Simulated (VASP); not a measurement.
# TiO2 (Pnma) in VASP: notebook, part 2 of 2

VASP 6.6.1. Earlier steps stand in the parts before.

**4. Single point, PBE**

This run uses another cell than the first one, of 11.66 Å³/atom, 1.041 times its volume.

Input file INCAR:

```
ALGO     = Normal         # electronic algorithm
EDIFF    = 1E-7           # SCF threshold, eV
ENCUT    = 520            # plane-wave cutoff, eV
GGA      = PE             # functional
ISIF     = 2              # what is computed and relaxed
ISMEAR   = -1             # smearing method
LASPH    = T              # aspherical terms in the spheres
LCHARG   = T              # write CHGCAR
LELF     = T              # ELF
LREAL    = F              # projectors in reciprocal space
LVHAR    = T            
LWAVE    = F              # write WAVECAR
NBANDS   = 60             # bands
NELM     = 100            # most SCF steps
PREC     = Accurate       # precision mode
SIGMA    = 0.05           # smearing width, eV
```

Input file KPOINTS:

```
k-points
0
Gamma
  3 9 6
```

Input file POSCAR:

```
TiO2
1.0
    9.5216442097      0.0000000000      0.0000000000
    0.0000000000      2.9780932862      0.0000000000
    0.0000000000      0.0000000000      4.9346658468
Ti O
4 8
Direct
    0.6369000000      0.2500000000      0.5646300000
    0.3631000000      0.7500000000      0.4353700000
    0.8631000000      0.7500000000      0.0646300000
    0.1369000000      0.2500000000      0.9353700000
    0.4724000000      0.2500000000      0.2916000000
    0.5276000000      0.7500000000      0.7084000000
    0.0276000000      0.7500000000      0.7916000000
    0.9724000000      0.2500000000      0.2084000000
    0.7663000000      0.2500000000      0.8635000000
    0.2337000000      0.7500000000      0.1365000000
    0.7337000000      0.7500000000      0.3635000000
    0.2663000000      0.2500000000      0.6365000000
```

Potentials or basis: VASP PAW PBE potentials, release 64 (Ti_sv, O).

The run is started by

```sh
$ cat potpaw_PBE.64/Ti_sv/POTCAR potpaw_PBE.64/O/POTCAR > POTCAR
$ mpirun -np 1 vasp_std > vasp.out
```

OUTCAR:

```text
EDIFF = 1E-7
   ENCUT = 520
   GGA = PE
   ISIF = 2
   ISMEAR = -1
   LASPH = T
   LREAL = F
   NELM = 100
   PREC = Accurate

 ion  position               nearest neighbor table
   1  0.637  0.250  0.565-   9 1.92   6 1.95   6 1.95  11 2.01  11 2.01   5 2.07
   2  0.363  0.750  0.435-  10 1.92   5 1.95   5 1.95  12 2.01  12 2.01   6 2.07
   3  0.863  0.750  0.065-  11 1.92   8 1.95   8 1.95   9 2.01   9 2.01   7 2.07
   4  0.137  0.250  0.935-  12 1.92   7 1.95   7 1.95  10 2.01  10 2.01   8 2.07
   5  0.472  0.250  0.292-   2 1.95   2 1.95   1 2.07
   6  0.528  0.750  0.708-   1 1.95   1 1.95   2 2.07
   7  0.028  0.750  0.792-   4 1.95   4 1.95   3 2.07
   8  0.972  0.250  0.208-   3 1.95   3 1.95   4 2.07
   9  0.766  0.250  0.864-   1 1.92   3 2.01   3 2.01
  10  0.234  0.750  0.136-   2 1.92   4 2.01   4 2.01
  11  0.734  0.750  0.364-   3 1.92   1 2.01   1 2.01
  12  0.266  0.250  0.636-   4 1.92   2 2.01   2 2.01

  LATTYP: Found a simple orthorhombic cell.
 ALAT       =     2.9780932862
 B/A-ratio  =     1.6569883387
 C/A-ratio  =     3.1972283252

  Lattice vectors:

 A1 = (   0.0000000000,   2.9780932862,   0.0000000000)
 A2 = (   0.0000000000,   0.0000000000,   4.9346658468)
 A3 = (   9.5216442097,   0.0000000000,   0.0000000000)

Analysis of symmetry for initial positions (statically):
=====================================================================
 Subroutine PRICEL returns:
 Original cell was already a primitive cell.

 Routine SETGRP: Setting up the symmetry group for a
 simple orthorhombic supercell.

 Subroutine GETGRP returns: Found  8 space group operations
 (whereof  2 operations were pure point group operations)
 out of a pool of  8 trial point group operations.

The static configuration has the point symmetry S_2 .
 The point group associated with its full space group is D_2h.

Analysis of symmetry for dynamics (positions and initial velocities):
=====================================================================
 Subroutine PRICEL returns:
 Original cell was already a primitive cell.

 Routine SETGRP: Setting up the symmetry group for a
 simple orthorhombic supercell.

 Subroutine GETGRP returns: Found  8 space group operations
 (whereof  2 operations were pure point group operations)
 out of a pool of  8 trial point group operations.

The dynamic configuration has the point symmetry S_2 .
 The point group associated with its full space group is D_2h.

 Subroutine INISYM returns: Found  8 space group operations
 (whereof  2 operations are pure point group operations),
 and found     1 'primitive' translations

----------------------------------------------------------------------------------------

                                     Primitive cell

  volume of cell :     139.9291

  direct lattice vectors                    reciprocal lattice vectors
     9.521644210  0.000000000  0.000000000     0.105023878  0.000000000  0.000000000
     0.000000000  2.978093286  0.000000000     0.000000000  0.335785318  0.000000000
     0.000000000  0.000000000  4.934665847     0.000000000  0.000000000  0.202647967

  length of vectors
     9.521644210  2.978093286  4.934665847     0.105023878  0.335785318  0.202647967

  position of ions in fractional coordinates (direct lattice)
     0.636900000  0.250000000  0.564630000
     0.363100000  0.750000000  0.435370000
     0.863100000  0.750000000  0.064630000
[... 77 lines left out ...]
 [... further k-points ...]
   k-points           NKPTS =     40   k-points in BZ     NKDIM =     40   number of bands    NBANDS=     60
   number of dos      NEDOS =    301   number of ions     NIONS =     12
   total plane-waves  NPLWV =  69120
   dimension x,y,z NGX =    72 NGY =   24 NGZ =   40
   dimension x,y,z NGXF=   144 NGYF=   48 NGZF=   80
   ions per type =               4   8
   NGX,Y,Z   is equivalent  to a cutoff of  12.57, 13.40, 13.48 a.u.
   NGXF,Y,Z  is equivalent  to a cutoff of  25.14, 26.80, 26.95 a.u.
 SYSTEM =  unknown system
   PREC   = accura    normal or accurate (medium, high low for compatibility)
   ISTART =      0    job   : 0-new  1-cont  2-samecut
   ICHARG =      2    charge: 1-file 2-atom 10-const
   ISPIN  =      1    spin polarized calculation?
   LNONCOLLINEAR =      F non collinear calculations
   LSORBIT =      F    spin-orbit coupling
   LASPH  =      T    aspherical Exc in radial PAW
   ENCUT  =  520.0 eV  38.22 Ry    6.18 a.u.  17.70  5.54  9.18*2*pi/ulx,y,z
   NELM   =    100;   NELMIN=  2; NELMDL= -5     # of ELM steps
   EDIFF  = 0.1E-06   stopping-criterion for ELM
   LREAL  =      F    real-space projection
   EDIFFG = 0.1E-05   stopping-criterion for IOM
   NSW    =      0    number of steps for IOM
   IBRION =     -1    ionic relax: 0-MD 1-quasi-New 2-CG
   NFREE  =      0    steps in history (QN), initial steepest desc. (CG)
   ISIF   =      2    stress and relaxation
   ISYM   =      2    0-nonsym 1-usesym 2-fastsym
   POTIM  = 0.5000    time-step for ionic-motion
   TEBEG  =    0.0;   TEEND  =   0.0 temperature during run
   PSTRESS=    0.0 pullay stress
   NELECT =      96.0000    total number of electrons
   NUPDOWN=      -1.0000    fix difference up-down
   EMIN   =  10.00;   EMAX   =-10.00  energy-range for DOS
   EFERMI =   0.00;   METHOD = LEGACY
   ISMEAR =    -1;   SIGMA  =   0.05  broadening in eV -4-tet -1-fermi 0-gaus
   EFERMI_NEDOS =   21; number of points for ismear=-14 and -15
   IALGO  =     38    algorithm
   IMIX   =      4    mixing-type and parameters
     AMIX     =   0.40;   BMIX     =  1.00
     AMIX_MAG =   1.60;   BMIX_MAG =  1.00
  volume/ion in A,a.u.               =      11.66        78.69
  Fermi-wavevector in a.u.,A,eV,Ry     =   1.443874  2.728526 28.365040  2.084772
  Thomas-Fermi vector in A             =   2.562232
   LORBIT       =      0    0 simple, 1 ext, 2 COOP (PROOUT), +10 PAW based schemes
   GGA     = PE    functional components
   LHFCALC =     F    Hartree Fock is set to
   AEXX    =    0.0000 exact exchange contribution
   IVDW    =     0    specifies the selected vdW correction
   LEPSILON=     F    determine dielectric tensor
   LRPA    =     F    only Hartree local field effects (RPA)
 non-spin polarized calculation
  energy-cutoff  :      520.00
  volume of cell :      139.93
 maximum number of plane-waves:      3810
 NGX is ok and might be reduce to    72
   NGX = 35   NGY = 11   NGZ = 19

 number of electron      95.9999972 magnetization

 Free energy of the ion-electron system (eV)
  ---------------------------------------------------
  ext. energy  EPLUGINS =         0.00000000
  ---------------------------------------------------
  free energy    TOTEN  =      -107.01380440 eV

  energy without entropy =     -107.01380440  energy(sigma->0) =     -107.01380440

 E-fermi :   4.3515     XC(G=0): -10.6254

 val. band max:        3.1750432083   @ k =   0.0000   0.0000   0.0000
 cond. band min:       5.5837704120   @ k =   0.0000   0.2222   0.0000
 fundamental gap:      2.4087272037
 Fermi energy:         4.3515117404

 k-point     1 :       0.0000    0.0000    0.0000
  band No.  band energies     occupation
      1     -53.4377      2.00000
      2     -53.4300      2.00000
      3     -53.4121      2.00000
      4     -53.4043      2.00000
      5     -29.8290      2.00000
      6     -29.7708      2.00000
[... 1501 lines left out ...]
     59       7.2401      0.00000
     60       7.3372      0.00000

 [... further k-points ...]
[... 5 lines left out ...]
  --------------------------------------------------------------------------------------
  -------------------------------------------------------------------------------------
  Total       -1.7300766     -1.5018807     -1.5894356      0.0000000     -0.0000000      0.0000000
  in kB      -19.8092444    -17.1964189    -18.1989164      0.0000000     -0.0000000      0.0000000
  external PRESSURE =     -18.4015265 kB  Pullay stress =       0.0000000 kB

 VOLUME and BASIS-vectors are now :
 -----------------------------------------------------------------------------
  energy-cutoff  :      520.00
  volume of cell :      139.93
      direct lattice vectors                 reciprocal lattice vectors
     9.521644210  0.000000000  0.000000000     0.105023878  0.000000000  0.000000000
     0.000000000  2.978093286  0.000000000     0.000000000  0.335785318  0.000000000
     0.000000000  0.000000000  4.934665847     0.000000000  0.000000000  0.202647967

 POSITION                                       TOTAL-FORCE (eV/Angst)
 -----------------------------------------------------------------------------------
      6.06434      0.74452      2.78626        -0.220091      0.000000      0.222593
      3.45731      2.23357      2.14841         0.220091     -0.000000     -0.222593
      8.21813      2.23357      0.31893         0.220091      0.000000      0.222593
      1.30351      0.74452      4.61574        -0.220091     -0.000000     -0.222593
      4.49802      0.74452      1.43895        -0.257903      0.000000      0.472333
      5.02362      2.23357      3.49572         0.257903      0.000000     -0.472333
      0.26280      2.23357      3.90628         0.257903      0.000000      0.472333
      9.25885      0.74452      1.02838        -0.257903      0.000000     -0.472333
      7.29644      0.74452      4.26108         0.058671      0.000000     -0.006146
      2.22521      2.23357      0.67358        -0.058671      0.000000      0.006146
      6.98603      2.23357      1.79375        -0.058671      0.000000     -0.006146
      2.53561      0.74452      3.14091         0.058671      0.000000      0.006146
 -----------------------------------------------------------------------------------
    total drift:                                0.000000     -0.000000     -0.000000

  FREE ENERGIE OF THE ION-ELECTRON SYSTEM (eV)
  ---------------------------------------------------
  free  energy   TOTEN  =      -107.0138043990 eV

  energy  without entropy=     -107.0138043990  energy(sigma->0) =     -107.01380440
```

Wall time 3.1 min (1 thread of Intel Xeon 6975P-C (Granite Rapids), shared host); peak memory 0.38 GiB.

Results:

- Free energy: -107.0138 eV
- Pressure: -1.8 GPa
- Largest force: 0.538 eV/Å
- Band gap on the k mesh: 2.41 eV, indirect (least direct gap 2.45 eV)

Forces on the atoms (eV/Å):
```
Ti  -0.220  0.000  0.223
Ti   0.220  0.000 -0.223
Ti   0.220  0.000  0.223
Ti  -0.220  0.000 -0.223
O   -0.258  0.000  0.472
O    0.258  0.000 -0.472
O    0.258  0.000  0.472
O   -0.258  0.000 -0.472
O    0.059  0.000 -0.006
O   -0.059  0.000  0.006
O   -0.059  0.000 -0.006
O    0.059  0.000  0.006
```

Levels at points of the mesh, in eV from the valence-band top:
```
           k point  band 44  band 45  band 46  band 47  band 48  band 49  band 50  band 51  band 52  band 53
(0.00, 0.00, 0.00)    -0.70    -0.52    -0.27    -0.16     0.00     2.45     2.62     2.65     2.88     2.93
(0.00, 0.00, 0.50)    -1.02    -0.75    -0.75    -0.65    -0.65     2.62     2.62     2.78     2.78     2.92
```

A k mesh can miss the band edges.

**5. Single point, PBE**

This run uses another cell than the first one, of 11.89 Å³/atom, 1.061 times its volume.

Input file INCAR:

```
SYSTEM = TiO2
PREC = Accurate
ENCUT = 520
EDIFF = 1E-6
ISMEAR = -1
SIGMA = 0.05
LREAL = .FALSE.
LASPH = .TRUE.
NELM = 80
ALGO = Normal
ISIF = 2
LWAVE = .FALSE.
LCHARG = .TRUE.
GGA = PE
LELF = .TRUE.
LVHAR = .TRUE.
NBANDS = 60
```

Input file KPOINTS:

```
regular mesh
0
G
  3 9 6
  0 0 0
```

Changes to POSCAR since step 4:

```diff
@@ -2,5 +2,5 @@
 1.0
-    9.5216442097      0.0000000000      0.0000000000
-    0.0000000000      2.9780932862      0.0000000000
-    0.0000000000      0.0000000000      4.9346658468
+    9.5834748007      0.0000000000      0.0000000000
+    0.0000000000      2.9974320962      0.0000000000
+    0.0000000000      0.0000000000      4.9667100294
 Ti O
```

The run is started by

```sh
$ cat potpaw_PBE.64/Ti_sv/POTCAR potpaw_PBE.64/O/POTCAR > POTCAR
$ mpirun -np 1 vasp_std > vasp.out
```

Wall time 2.8 min (1 thread of Intel Xeon 6975P-C (Granite Rapids), shared host); peak memory 0.38 GiB.

It converged, with:

- Free energy: -106.9545 eV
- Pressure: -5.5 GPa
- Largest force: 0.789 eV/Å
- Band gap on the k mesh: 2.36 eV, indirect (least direct gap 2.40 eV)

Forces in eV/Å, atoms in the order of the input:
```
Ti  -0.245  0.000  0.268
Ti   0.245  0.000 -0.268
Ti   0.245  0.000  0.268
Ti  -0.245  0.000 -0.268
O   -0.362  0.000  0.701
O    0.362  0.000 -0.701
O    0.362  0.000  0.701
O   -0.362  0.000 -0.701
O    0.072  0.000 -0.008
O   -0.072  0.000  0.008
O   -0.072  0.000 -0.008
O    0.072  0.000  0.008
```

Stress tensor (GPa, compression positive):
```
-5.55  0.00  0.00
 0.00 -5.92  0.00
 0.00  0.00 -4.96
```

Levels at points of the mesh, in eV from the valence-band top:
```tsv
k point	band 46	band 47	band 48	band 49	band 50	band 51
(0.00, 0.00, 0.00)	-0.27	-0.15	0.00	2.40	2.57	2.59
(0.00, 0.00, 0.50)	-0.75	-0.63	-0.63	2.57	2.57	2.72
```

A k mesh can miss the band edges. A hybrid or GW would open this gap; PBE tends to underestimate it.

**6. The runs side by side**

| cell | gap on the mesh (eV) | pressure (GPa) | largest force (eV/Å) |
| --- | --- | --- | --- |
| a = 9.396, b = 2.939, c = 4.869 Å, 12 atoms | 2.51 | 6.7 | 0.20 |
| a = 9.459, b = 2.958, c = 4.902 Å, 12 atoms | 2.46 | 2.2 | 0.27 |
| a = 9.522, b = 2.978, c = 4.935 Å, 12 atoms | 2.41 | -1.8 | 0.54 |
| a = 9.583, b = 2.997, c = 4.967 Å, 12 atoms | 2.36 | -5.5 | 0.79 |

Alike in all rows: task single point; level PBE; potentials or basis VASP PAW PBE potentials, release 64 (Ti_sv, O); no spin polarisation; k mesh 3 × 9 × 6; cutoff (eV) 520; smearing fermi-dirac 0.05 eV.

Absolute energies hang on the potentials; compare differences alone.
